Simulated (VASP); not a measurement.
# Ge (P6_122) in VASP: further runs

Ge is run at these levels: PBE; tasks: single point, relaxation of cell and atoms.

Everything below comes from runs of VASP 6.6.1. Logs are shortened: lines on timing, memory, paths and dates and some standing lists are left out, and cuts for length are marked.

### 1 The cell of the first run

Symmetry: P6_122, No. 178, hexagonal system. The conventional cell has a = 6.206 Å, b = 6.206 Å, c = 3.660 Å, α = 90.00°, β = 90.00°, γ = 120.00°. Ge (site symmetry 2) has 4 Ge at 2.38 to 2.42 Å within 3.1 Å.

The cell was generated, and may not be a known phase.

### 2 Single point, PBE

Contents of INCAR:

```
ALGO = Normal
EDIFF = 1E-6
ENCUT = 520
GGA = PE
ISIF = 2
ISMEAR = 0
LASPH = True
LCHARG = True
LELF = True
LREAL = False
LVHAR = True
LWAVE = False
NBANDS = 51
NELM = 60
PREC = Accurate
SIGMA = 0.1
```

Contents of KPOINTS:

```
k-points
0
Gamma
  3 3 6
```

Contents of POSCAR:

```
Ge
1.0
    6.2055147800      0.0000000000      0.0000000000
   -3.1027573900      5.3741334400      0.0000000000
    0.0000000000      0.0000000000      3.6596619900
Ge
6
Direct
    0.6226509800      0.6226509800      0.1666666700
    0.3773490200      0.0000000000      0.5000000000
    0.0000000000      0.3773490200      0.8333333300
    0.0000000000      0.6226509800      0.3333333300
    0.3773490200      0.3773490200      0.6666666700
    0.6226509800      0.0000000000      0.0000000000
```

Potentials or basis: VASP PAW PBE potentials, release 64 (Ge_d).

The run is started by

```sh
$ cat potpaw_PBE.64/Ge_d/POTCAR > POTCAR
$ mpirun -np 1 vasp_std > vasp.out
```

OUTCAR:

```text
EDIFF = 1E-6
   ENCUT = 520
   GGA = PE
   ISIF = 2
   ISMEAR = 0
   LASPH = True
   LREAL = False
   NELM = 60
   PREC = Accurate

 ion  position               nearest neighbor table
   1  0.623  0.623  0.167-   5 2.38   5 2.38   4 2.42   6 2.42
   2  0.377  0.000  0.500-   6 2.38   6 2.38   4 2.42   5 2.42
   3  0.000  0.377  0.833-   4 2.38   4 2.38   5 2.42   6 2.42
   4  0.000  0.623  0.333-   3 2.38   3 2.38   1 2.42   2 2.42
   5  0.377  0.377  0.667-   1 2.38   1 2.38   3 2.42   2 2.42
   6  0.623  0.000  0.000-   2 2.38   2 2.38   3 2.42   1 2.42

  LATTYP: Found a hexagonal cell.
 ALAT       =     6.2055147800
 C/A-ratio  =     0.5897434975

  Lattice vectors:

 A1 = (   6.2055147800,   0.0000000000,   0.0000000000)
 A2 = (  -3.1027573900,   5.3741334400,   0.0000000000)
 A3 = (   0.0000000000,   0.0000000000,   3.6596619900)

Analysis of symmetry for initial positions (statically):
=====================================================================
 Subroutine PRICEL returns:
 Original cell was already a primitive cell.

 Routine SETGRP: Setting up the symmetry group for a
 hexagonal supercell.

 Subroutine GETGRP returns: Found 12 space group operations
 (whereof  2 operations were pure point group operations)
 out of a pool of 24 trial point group operations.

The static configuration has the point symmetry C_2 .
 The point group associated with its full space group is D_6 .

Analysis of symmetry for dynamics (positions and initial velocities):
=====================================================================
 Subroutine PRICEL returns:
 Original cell was already a primitive cell.

 Routine SETGRP: Setting up the symmetry group for a
 hexagonal supercell.

 Subroutine GETGRP returns: Found 12 space group operations
 (whereof  2 operations were pure point group operations)
 out of a pool of 24 trial point group operations.

The dynamic configuration has the point symmetry C_2 .
 The point group associated with its full space group is D_6 .

 Subroutine INISYM returns: Found 12 space group operations
 (whereof  2 operations are pure point group operations),
 and found     1 'primitive' translations

----------------------------------------------------------------------------------------

                                     Primitive cell

  volume of cell :     122.0470

  direct lattice vectors                    reciprocal lattice vectors
     6.205514780  0.000000000  0.000000000     0.161146985  0.093038255  0.000000000
    -3.102757390  5.374133440  0.000000000     0.000000000  0.186076511  0.000000000
     0.000000000  0.000000000  3.659661990     0.000000000  0.000000000  0.273249279

  length of vectors
     6.205514780  6.205514777  3.659661990     0.186076511  0.186076511  0.273249279

  position of ions in fractional coordinates (direct lattice)
     0.622650980  0.622650980  0.166666670
     0.377349020  0.000000000  0.500000000
     0.000000000  0.377349020  0.833333330
     0.000000000  0.622650980  0.333333330
     0.377349020  0.377349020  0.666666670
     0.622650980  0.000000000  0.000000000

  ion indices of the primitive-cell ions
   primitive index   ion index
                 1           1
                 2           2
                 3           3
                 4           4
                 5           5
                 6           6

----------------------------------------------------------------------------------------

 KPOINTS: k-points

Automatic generation of k-mesh.
 Grid dimensions read from file:
 generate k-points for:    3    3    6

 Generating k-lattice:

  Cartesian coordinates                     Fractional coordinates (reciprocal lattice)
     0.053715662  0.031012752  0.000000000     0.333333333  0.000000000  0.000000000
     0.000000000  0.062025504  0.000000000     0.000000000  0.333333333  0.000000000
     0.000000000  0.000000000  0.045541546     0.000000000  0.000000000  0.166666667

  Length of vectors
     0.062025504  0.062025504  0.045541546

  Shift w.r.t. Gamma in fractional coordinates (k-lattice)
     0.000000000  0.000000000  0.000000000

 Subroutine IBZKPT returns following result:
 ===========================================

 Found     12 irreducible k-points:

 Following reciprocal coordinates:
            Coordinates               Weight
  0.000000  0.000000  0.000000      1.000000
  0.333333  0.000000  0.000000      6.000000
  0.333333  0.333333  0.000000      2.000000
  0.000000  0.000000  0.166667      2.000000
  0.333333  0.000000  0.166667     12.000000
  0.333333  0.333333  0.166667      4.000000
  0.000000  0.000000  0.333333      2.000000
  0.333333  0.000000  0.333333     12.000000
  0.333333  0.333333  0.333333      4.000000
  0.000000  0.000000  0.500000      1.000000
  0.333333  0.000000  0.500000      6.000000
  0.333333  0.333333  0.500000      2.000000
   k-points           NKPTS =     12   k-points in BZ     NKDIM =     12   number of bands    NBANDS=     51
   number of dos      NEDOS =    301   number of ions     NIONS =      6
   total plane-waves  NPLWV =  64512
   dimension x,y,z NGX =    48 NGY =   48 NGZ =   28
   dimension x,y,z NGXF=    96 NGYF=   96 NGZF=   56
   ions per type =               6
   NGX,Y,Z   is equivalent  to a cutoff of  12.86, 12.86, 12.72 a.u.
   NGXF,Y,Z  is equivalent  to a cutoff of  25.72, 25.72, 25.44 a.u.
 SYSTEM =  unknown system
   PREC   = accura    normal or accurate (medium, high low for compatibility)
   ISTART =      0    job   : 0-new  1-cont  2-samecut
   ICHARG =      2    charge: 1-file 2-atom 10-const
   ISPIN  =      1    spin polarized calculation?
   LNONCOLLINEAR =      F non collinear calculations
   LSORBIT =      F    spin-orbit coupling
   LASPH  =      T    aspherical Exc in radial PAW
   ENCUT  =  520.0 eV  38.22 Ry    6.18 a.u.  11.54 11.54  6.80*2*pi/ulx,y,z
   NELM   =     60;   NELMIN=  2; NELMDL= -5     # of ELM steps
   EDIFF  = 0.1E-05   stopping-criterion for ELM
   LREAL  =      F    real-space projection
   EDIFFG = 0.1E-04   stopping-criterion for IOM
   NSW    =      0    number of steps for IOM
   IBRION =     -1    ionic relax: 0-MD 1-quasi-New 2-CG
   NFREE  =      0    steps in history (QN), initial steepest desc. (CG)
   ISIF   =      2    stress and relaxation
   ISYM   =      2    0-nonsym 1-usesym 2-fastsym
   POTIM  = 0.5000    time-step for ionic-motion
   TEBEG  =    0.0;   TEEND  =   0.0 temperature during run
   PSTRESS=    0.0 pullay stress
   NELECT =      84.0000    total number of electrons
   NUPDOWN=      -1.0000    fix difference up-down
   EMIN   =  10.00;   EMAX   =-10.00  energy-range for DOS
   EFERMI =   0.00;   METHOD = LEGACY
   ISMEAR =     0;   SIGMA  =   0.10  broadening in eV -4-tet -1-fermi 0-gaus
   EFERMI_NEDOS =   21; number of points for ismear=-14 and -15
   IALGO  =     38    algorithm
   IMIX   =      4    mixing-type and parameters
     AMIX     =   0.40;   BMIX     =  1.00
     AMIX_MAG =   1.60;   BMIX_MAG =  1.00
  volume/ion in A,a.u.               =      20.34       137.27
  Fermi-wavevector in a.u.,A,eV,Ry     =   1.445414  2.731436 28.425576  2.089221
  Thomas-Fermi vector in A             =   2.563598
   LORBIT       =      0    0 simple, 1 ext, 2 COOP (PROOUT), +10 PAW based schemes
   GGA     = PE    functional components
   LHFCALC =     F    Hartree Fock is set to
   AEXX    =    0.0000 exact exchange contribution
   IVDW    =     0    specifies the selected vdW correction
   LEPSILON=     F    determine dielectric tensor
   LRPA    =     F    only Hartree local field effects (RPA)
 non-spin polarized calculation
 Gauss-broadening in eV      SIGMA  =   0.10
  energy-cutoff  :      520.00
  volume of cell :      122.05
 maximum number of plane-waves:      3325
 NGX is ok and might be reduce to    48
   NGX = 23   NGY = 23   NGZ = 13

 number of electron      83.9999974 magnetization

 Free energy of the ion-electron system (eV)
  ---------------------------------------------------
  ext. energy  EPLUGINS =         0.00000000
  ---------------------------------------------------
  free energy    TOTEN  =       -25.64342953 eV

  energy without entropy =      -25.64127443  energy(sigma->0) =      -25.64235198

 E-fermi :   6.1020     XC(G=0): -10.5038

 val. band max:        5.7989282500   @ k =   0.0000   0.0000   0.0000
 cond. band min:       6.1028376928   @ k =   0.0000   0.0000   0.3333
 fundamental gap:      0.3039094428
 Fermi energy:         6.1020172616

 k-point     1 :       0.0000    0.0000    0.0000
  band No.  band energies     occupation
      1     -19.0247      2.00000
      2     -19.0241      2.00000
      3     -18.9944      2.00000
      4     -18.9944      2.00000
      5     -18.9049      2.00000
      6     -18.8898      2.00000
[... 43 lines left out ...]
     50      10.6820      0.00000
     51      10.9557      0.00000

 k-point     2 :       0.3333    0.0000    0.0000
  band No.  band energies     occupation
      1     -19.0105      2.00000
      2     -19.0026      2.00000
      3     -18.9954      2.00000
      4     -18.9848      2.00000
      5     -18.9204      2.00000
      6     -18.9144      2.00000
[... 43 lines left out ...]
     50      10.8433      0.00000
     51      11.9776      0.00000

 k-point     3 :       0.3333    0.3333    0.0000
  band No.  band energies     occupation
      1     -18.9990      2.00000
      2     -18.9985      2.00000
      3     -18.9985      2.00000
      4     -18.9438      2.00000
      5     -18.9438      2.00000
      6     -18.9331      2.00000
[... 43 lines left out ...]
     50      11.0190      0.00000
     51      12.0830      0.00000
[... 379 lines left out ...]
 k-point    11 :       0.3333    0.0000    0.5000
  band No.  band energies     occupation
      1     -18.9840      2.00000
      2     -18.9840      2.00000
      3     -18.9678      2.00000
      4     -18.9678      2.00000
      5     -18.9320      2.00000
      6     -18.9320      2.00000
[... 43 lines left out ...]
     50      11.9986      0.00000
     51      12.2924      0.00000

 k-point    12 :       0.3333    0.3333    0.5000
  band No.  band energies     occupation
      1     -18.9799      2.00000
      2     -18.9799      2.00000
      3     -18.9593      2.00000
      4     -18.9593      2.00000
      5     -18.9439      2.00000
      6     -18.9439      2.00000
[... 43 lines left out ...]
     50      10.5602      0.00000
     51      11.0746      0.00000

------------------------ aborting loop because EDIFF is reached ----------------------------------------

  FORCE on cell =-STRESS in cart. coord.  units (eV):
  Direction    XX          YY          ZZ          XY          YZ          ZX
  --------------------------------------------------------------------------------------
  -------------------------------------------------------------------------------------
  Total        6.8148865      6.8148865     12.4719527      0.0000000     -0.0000000      0.0000000
  in kB       89.4626947     89.4626946    163.7260565      0.0000000     -0.0000000      0.0000000
  external PRESSURE =     114.2171486 kB  Pullay stress =       0.0000000 kB

 VOLUME and BASIS-vectors are now :
 -----------------------------------------------------------------------------
  energy-cutoff  :      520.00
  volume of cell :      122.05
      direct lattice vectors                 reciprocal lattice vectors
     6.205514780  0.000000000  0.000000000     0.161146985  0.093038255  0.000000000
    -3.102757390  5.374133440  0.000000000     0.000000000  0.186076511  0.000000000
     0.000000000  0.000000000  3.659661990     0.000000000  0.000000000  0.273249279

 POSITION                                       TOTAL-FORCE (eV/Angst)
 -----------------------------------------------------------------------------------
      1.93193      3.34621      0.60994         0.143778      0.249031      0.000000
      2.34164      0.00000      1.82983        -0.287557     -0.000000      0.000000
     -1.17082      2.02792      3.04972         0.143778     -0.249031     -0.000000
     -1.93193      3.34621      1.21989        -0.143778      0.249031     -0.000000
      1.17082      2.02792      2.43977        -0.143778     -0.249031      0.000000
      3.86387      0.00000      0.00000         0.287557      0.000000      0.000000
 -----------------------------------------------------------------------------------
    total drift:                               -0.000000     -0.000000     -0.000019

  FREE ENERGIE OF THE ION-ELECTRON SYSTEM (eV)
  ---------------------------------------------------
  free  energy   TOTEN  =       -25.6434295273 eV

  energy  without entropy=      -25.6412744282  energy(sigma->0) =      -25.64235198
```

It took 31 s on 1 thread of Intel Xeon 6975P-C (Granite Rapids), shared host; peak memory 0.25 GiB.

What came out:

| Item | Value |
| --- | --- |
| Free energy | -25.6434 eV |
| Pressure | 11.4 GPa |
| Largest force | 0.288 eV/Å |
| Band gap on the k mesh | zero (bands 42 and 43 overlap by 0.17 eV) |

Forces on the atoms (eV/Å):
```
Ge   0.144  0.249  0.000
Ge  -0.288  0.000  0.000
Ge   0.144 -0.249  0.000
Ge  -0.144  0.249  0.000
Ge  -0.144 -0.249  0.000
Ge   0.288  0.000  0.000
```

Stress tensor (GPa, compression positive):
```
 8.95  0.00  0.00
 0.00  8.95  0.00
 0.00  0.00 16.37
```

Levels at points of the mesh, in eV from the Fermi level:
```tsv
k point	band 40	band 41	band 42	band 43	band 44	band 45
(0.00, 0.00, 0.00)	-0.30	-0.30	0.17	0.30	2.67	2.67
(0.00, 0.00, 0.50)	-4.11	-3.39	-3.39	0.39	0.39	3.58
```

Caveat: the k points lie up to 0.39 Å⁻¹ apart; semilocal functionals underestimate gaps, and a narrow one can read as zero.

### 3 Single point, PBE

This run uses another cell than the first one, of 23.52 Å³/atom.

Contents of INCAR:

```
  PREC = Accurate
  ENCUT = 520
  EDIFF = 1E-7
  ISMEAR = 0
  SIGMA = 0.1
  LREAL = F
  LASPH = T
  NELM = 80
  ALGO = Normal
  ISIF = 2
  LWAVE = F
  LCHARG = T
  GGA = PE
  LELF = T
  LVHAR = T
  NBANDS = 51
```

Contents of KPOINTS:

```
regular mesh
0
Gamma
  3 3 6
```

Contents of POSCAR:

```
Ge
1.0
    6.4071933814      0.0000000000      0.0000000000
   -3.2035966907      5.5487922352      0.0000000000
    0.0000000000      0.0000000000      3.9699268756
Ge
6
Direct
    0.6187285600      0.6187285600      0.1666666667
    0.3812714400      0.0000000000      0.5000000000
    0.0000000000      0.3812714400      0.8333333333
    0.0000000000      0.6187285600      0.3333333333
    0.3812714400      0.3812714400      0.6666666667
    0.6187285600      0.0000000000      0.0000000000
```

Potentials or basis: VASP PAW PBE potentials, release 64 (Ge_d).

The run is started by

```sh
$ cat potpaw_PBE.64/Ge_d/POTCAR > POTCAR
$ mpirun -np 1 vasp_std > vasp.out
```

It took 40 s on 1 thread of Intel Xeon 6975P-C (Granite Rapids), shared host; peak memory 0.27 GiB.

Results (log left out):

* Free energy: -26.3435 eV
* Pressure: 0.2 GPa
* Largest force: 0.010 eV/Å
* Band gap on the k mesh: zero (filled and empty bands touch)

Forces in eV/Å, atoms in the order of the input:
```
Ge   0.005  0.008  0.000
Ge  -0.010  0.000  0.000
Ge   0.005 -0.008  0.000
Ge  -0.005  0.008  0.000
Ge  -0.005 -0.008  0.000
Ge   0.010  0.000  0.000
```

Stress tensor (GPa, compression positive):
```
0.13 0.00 0.00
0.00 0.13 0.00
0.00 0.00 0.21
```

Levels at points of the mesh, in eV from the Fermi level:
```csv
k point,band 39,band 40,band 41,band 42,band 43,band 44,band 45,band 46
"(0.00, 0.00, 0.00)",-1.75,-0.81,-0.11,-0.01,-0.01,1.92,1.92,3.05
"(0.00, 0.00, 0.50)",-3.30,-3.30,-2.86,-2.86,1.01,1.01,3.31,3.31
```

Caveat: the k points lie up to 0.38 Å⁻¹ apart; semilocal functionals underestimate gaps, and a narrow one can read as zero.

(Part 1 of 2 ends here.)

The gap in the log of VASP goes by the Fermi energy; the results here count the filled bands.